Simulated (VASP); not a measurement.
# Zn (C2/m) in VASP: notebook, part 2 of 2

VASP 6.6.1.

## (3) Single point, PBEsol

This run uses another cell than the first one, of 15.31 Å³/atom, 1.019 times its volume.

The input, INCAR:

```
ALGO     = Fast           # electronic algorithm
EDIFF    = 1E-6           # SCF threshold, eV
ENCUT    = 520            # plane-wave cutoff, eV
GGA      = PS             # functional
ISIF     = 2              # what is computed and relaxed
ISMEAR   = -1             # smearing method
LASPH    = True           # aspherical terms in the spheres
LCHARG   = False          # write CHGCAR
LREAL    = False          # projectors in reciprocal space
LWAVE    = False          # write WAVECAR
NBANDS   = 25             # bands
NELM     = 80             # most SCF steps
PREC     = Accurate       # precision mode
SIGMA    = 0.05           # smearing width, eV
```

The input, KPOINTS:

```
k-points
0
Gamma
  12 12 4
```

The input, POSCAR:

```
Zn
1.0
    2.3126553924     -1.3341501334      0.0000000000
    2.3126553924      1.3341501334      0.0000000000
   -1.6229345964      0.0000000000      7.4435898014
Zn
3
Direct
    0.7780178600      0.7780178600      0.3345049800
    0.2219821400      0.2219821400      0.6654950200
    0.0000000000      0.0000000000      0.0000000000
```

Potentials or basis: VASP PAW PBE potentials, release 64 (Zn).

Run with:

```console
$ cat potpaw_PBE.64/Zn/POTCAR > POTCAR
$ mpirun -np 1 vasp_std > vasp.out
```

OUTCAR:

```text
EDIFF = 1E-6
   ENCUT = 520
   GGA = PS
   ISIF = 2
   ISMEAR = -1
   LASPH = True
   LREAL = False
   NELM = 80
   PREC = Accurate

 ion  position               nearest neighbor table
   1  0.778  0.778  0.335-   2 2.89   2 2.91   2 2.91   3 2.92   3 2.92   3 2.94
   2  0.222  0.222  0.665-   1 2.89   1 2.91   1 2.91   3 2.92   3 2.92   3 2.94
   3  0.000  0.000  0.000-   1 2.92   1 2.92   2 2.92   2 2.92   1 2.94   2 2.94

  LATTYP: Found a base centered monoclinic cell.
 ALAT       =     4.6253107848
 B/A-ratio  =     0.5768910222
 C/A-ratio  =     1.6471240987
 COS(beta)  =    -0.2130265715

  Lattice vectors:

 A1 = (   2.3126553924,  -1.3341501334,   0.0000000000)
 A2 = (   2.3126553924,   1.3341501334,   0.0000000000)
 A3 = (  -1.6229345964,   0.0000000000,   7.4435898014)

Analysis of symmetry for initial positions (statically):
=====================================================================
 Subroutine PRICEL returns:
 Original cell was already a primitive cell.

 Routine SETGRP: Setting up the symmetry group for a
 base centered monoclinic supercell.

 Subroutine GETGRP returns: Found  4 space group operations
 (whereof  4 operations were pure point group operations)
 out of a pool of  4 trial point group operations.

The static configuration has the point symmetry C_2h.

Analysis of symmetry for dynamics (positions and initial velocities):
=====================================================================
 Subroutine PRICEL returns:
 Original cell was already a primitive cell.

 Routine SETGRP: Setting up the symmetry group for a
 base centered monoclinic supercell.

 Subroutine GETGRP returns: Found  4 space group operations
 (whereof  4 operations were pure point group operations)
 out of a pool of  4 trial point group operations.

The dynamic configuration has the point symmetry C_2h.

 Subroutine INISYM returns: Found  4 space group operations
 (whereof  4 operations are pure point group operations),
 and found     1 'primitive' translations

----------------------------------------------------------------------------------------

                                     Primitive cell

  volume of cell :      45.9333

  direct lattice vectors                    reciprocal lattice vectors
     2.312655392 -1.334150133  0.000000000     0.216201688 -0.374770416  0.047138707
     2.312655392  1.334150133  0.000000000     0.216201688  0.374770416  0.047138707
    -1.622934596  0.000000000  7.443589801     0.000000000  0.000000000  0.134343781

  length of vectors
     2.669893545  2.669893545  7.618460857     0.435221888  0.435221888  0.134343781

  position of ions in fractional coordinates (direct lattice)
     0.778017860  0.778017860  0.334504980
     0.221982140  0.221982140  0.665495020
     0.000000000  0.000000000  0.000000000

  ion indices of the primitive-cell ions
   primitive index   ion index
                 1           1
                 2           2
                 3           3

----------------------------------------------------------------------------------------

 KPOINTS: k-points

Automatic generation of k-mesh.
 Grid dimensions read from file:
 generate k-points for:   12   12    4

 Generating k-lattice:

  Cartesian coordinates                     Fractional coordinates (reciprocal lattice)
     0.018016807 -0.031230868  0.003928226     0.083333333  0.000000000 -0.000000000
     0.018016807  0.031230868  0.003928226     0.000000000  0.083333333 -0.000000000
     0.000000000  0.000000000  0.033585945     0.000000000  0.000000000  0.250000000

  Length of vectors
     0.036268491  0.036268491  0.033585945

  Shift w.r.t. Gamma in fractional coordinates (k-lattice)
     0.000000000  0.000000000  0.000000000

 Subroutine IBZKPT returns following result:
 ===========================================

 Found    164 irreducible k-points:

 Following reciprocal coordinates:
            Coordinates               Weight
  0.000000  0.000000  0.000000      1.000000
  0.083333  0.000000 -0.000000      4.000000
  0.166667 -0.000000  0.000000      4.000000
  0.250000  0.000000  0.000000      4.000000
  0.333333  0.000000  0.000000      4.000000
  0.416667  0.000000  0.000000      4.000000
[... 16 lines left out ...]
  0.500000  0.166667 -0.000000      4.000000
 -0.416667  0.166667  0.000000      4.000000
 [... further k-points ...]
   k-points           NKPTS =    164   k-points in BZ     NKDIM =    164   number of bands    NBANDS=     25
   number of dos      NEDOS =    301   number of ions     NIONS =      3
   total plane-waves  NPLWV =  24000
   dimension x,y,z NGX =    20 NGY =   20 NGZ =   60
   dimension x,y,z NGXF=    40 NGYF=   40 NGZF=  120
   ions per type =               3
   NGX,Y,Z   is equivalent  to a cutoff of  12.45, 12.45, 13.09 a.u.
   NGXF,Y,Z  is equivalent  to a cutoff of  24.91, 24.91, 26.19 a.u.
 SYSTEM =  unknown system
   PREC   = accura    normal or accurate (medium, high low for compatibility)
   ISTART =      0    job   : 0-new  1-cont  2-samecut
   ICHARG =      2    charge: 1-file 2-atom 10-const
   ISPIN  =      1    spin polarized calculation?
   LNONCOLLINEAR =      F non collinear calculations
   LSORBIT =      F    spin-orbit coupling
   LASPH  =      T    aspherical Exc in radial PAW
   ENCUT  =  520.0 eV  38.22 Ry    6.18 a.u.   4.96  4.96 14.17*2*pi/ulx,y,z
   NELM   =     80;   NELMIN=  2; NELMDL= -5     # of ELM steps
   EDIFF  = 0.1E-05   stopping-criterion for ELM
   LREAL  =      F    real-space projection
   EDIFFG = 0.1E-04   stopping-criterion for IOM
   NSW    =      0    number of steps for IOM
   IBRION =     -1    ionic relax: 0-MD 1-quasi-New 2-CG
   NFREE  =      0    steps in history (QN), initial steepest desc. (CG)
   ISIF   =      2    stress and relaxation
   ISYM   =      2    0-nonsym 1-usesym 2-fastsym
   POTIM  = 0.5000    time-step for ionic-motion
   TEBEG  =    0.0;   TEEND  =   0.0 temperature during run
   PSTRESS=    0.0 pullay stress
   NELECT =      36.0000    total number of electrons
   NUPDOWN=      -1.0000    fix difference up-down
   EMIN   =  10.00;   EMAX   =-10.00  energy-range for DOS
   EFERMI =   0.00;   METHOD = LEGACY
   ISMEAR =    -1;   SIGMA  =   0.05  broadening in eV -4-tet -1-fermi 0-gaus
   EFERMI_NEDOS =   21; number of points for ismear=-14 and -15
   IALGO  =     68    algorithm
   IMIX   =      4    mixing-type and parameters
     AMIX     =   0.40;   BMIX     =  1.00
     AMIX_MAG =   1.60;   BMIX_MAG =  1.00
  volume/ion in A,a.u.               =      15.31       103.32
  Fermi-wavevector in a.u.,A,eV,Ry     =   1.509384  2.852322 30.997324  2.278239
  Thomas-Fermi vector in A             =   2.619713
   LORBIT       =      0    0 simple, 1 ext, 2 COOP (PROOUT), +10 PAW based schemes
   GGA     = PS    functional components
   LHFCALC =     F    Hartree Fock is set to
   AEXX    =    0.0000 exact exchange contribution
   IVDW    =     0    specifies the selected vdW correction
   LEPSILON=     F    determine dielectric tensor
   LRPA    =     F    only Hartree local field effects (RPA)
 non-spin polarized calculation
 RMM-DIIS sequential band-by-band and
  energy-cutoff  :      520.00
  volume of cell :       45.93
 maximum number of plane-waves:      1261
   NGX =  9   NGY =  9   NGZ = 29

 number of electron      36.0000011 magnetization

 Free energy of the ion-electron system (eV)
  ---------------------------------------------------
  ext. energy  EPLUGINS =         0.00000000
  ---------------------------------------------------
  free energy    TOTEN  =        -4.67322600 eV

  energy without entropy =       -4.66519089  energy(sigma->0) =       -4.66920845

 E-fermi :   2.9458     XC(G=0): -11.6644

 val. band max:        2.9451059825   @ k =  -0.3333   0.3333   0.0000
 cond. band min:       2.9498546765   @ k =   0.2500   0.2500   0.5000
 fundamental gap:      0.0047486941
 Fermi energy:         2.9458266780

 k-point     1 :       0.0000    0.0000    0.0000
  band No.  band energies     occupation
      1      -7.4715      2.00000
      2      -5.7986      2.00000
      3      -5.7975      2.00000
      4      -4.9655      2.00000
      5      -4.7404      2.00000
      6      -4.7390      2.00000
[... 17 lines left out ...]
     24      20.8807      0.00000
     25      20.9059      0.00000
[... 621 lines left out ...]
      3      -5.2000      2.00000
      4      -5.1228      2.00000
      5      -5.0569      2.00000
      6      -4.8242      2.00000
[... 17 lines left out ...]
     24       9.5547      0.00000
     25      11.3184      0.00000

 [... further k-points ...]
[... 5 lines left out ...]
  --------------------------------------------------------------------------------------
  -------------------------------------------------------------------------------------
  Total       -1.9320747     -2.2154353     -0.3645218      0.0000000      0.0000000     -0.1538866
  in kB      -67.3917059    -77.2754614    -12.7146962      0.0000000      0.0000000     -5.3676408
  external PRESSURE =     -52.4606211 kB  Pullay stress =       0.0000000 kB

 VOLUME and BASIS-vectors are now :
 -----------------------------------------------------------------------------
  energy-cutoff  :      520.00
  volume of cell :       45.93
      direct lattice vectors                 reciprocal lattice vectors
     2.312655392 -1.334150133  0.000000000     0.216201688 -0.374770416  0.047138707
     2.312655392  1.334150133  0.000000000     0.216201688  0.374770416  0.047138707
    -1.622934596  0.000000000  7.443589801     0.000000000  0.000000000  0.134343781

 POSITION                                       TOTAL-FORCE (eV/Angst)
 -----------------------------------------------------------------------------------
      3.05569      0.00000      2.48992        -0.006391     -0.000000     -0.008272
     -0.05332      0.00000      4.95367         0.006391     -0.000000      0.008272
      0.00000      0.00000      0.00000         0.000000      0.000000      0.000000
 -----------------------------------------------------------------------------------
    total drift:                                0.000000     -0.000000     -0.000000

  FREE ENERGIE OF THE ION-ELECTRON SYSTEM (eV)
  ---------------------------------------------------
  free  energy   TOTEN  =        -4.6732259988 eV

  energy  without entropy=       -4.6651908937  energy(sigma->0) =       -4.66920845
```

Wall time 61 s (1 thread of Intel Xeon 6975P-C (Granite Rapids), shared host); peak memory 0.26 GiB.

What came out:

```
Free energy            : -4.6732 eV
Pressure               : -5.2 GPa
Largest force          : 0.010 eV/Å
Band gap on the k mesh : zero (band 18 reaches 4.14 eV, above the bottom of band 19 at -0.16 eV)
```

Forces in eV/Å, atoms in the order of the input:
```
Zn  -0.006  0.000 -0.008
Zn   0.006  0.000  0.008
Zn   0.000  0.000  0.000
```

Levels at points of the mesh, in eV from the Fermi level:
| k point | band 15 | band 16 | band 17 | band 18 | band 19 | band 20 | band 21 | band 22 |
| --- | --- | --- | --- | --- | --- | --- | --- | --- |
| (0.00, 0.00, 0.00) | -7.14 | -7.13 | -6.83 | -6.79 | 1.52 | 1.57 | 13.44 | 17.09 |
| (0.50, 0.00, 0.00) | -6.91 | -2.83 | -2.23 | -1.61 | 0.38 | 1.04 | 1.84 | 6.35 |
| (0.50, 0.50, 0.00) | -6.91 | -2.52 | -2.32 | -1.95 | -0.44 | 1.96 | 3.31 | 4.33 |
| (0.00, 0.00, 0.50) | -7.22 | -7.10 | -7.09 | -3.68 | -3.11 | 7.64 | 7.72 | 17.33 |
| (0.50, 0.00, 0.50) | -6.90 | -2.56 | -2.29 | -1.93 | -0.31 | 1.80 | 3.14 | 4.57 |
| (0.50, 0.50, 0.50) | -6.91 | -2.85 | -2.26 | -1.52 | 0.51 | 0.86 | 1.65 | 6.60 |

Caveat: the PAW data sets were made with another functional, which shifts forces and pressure a little.
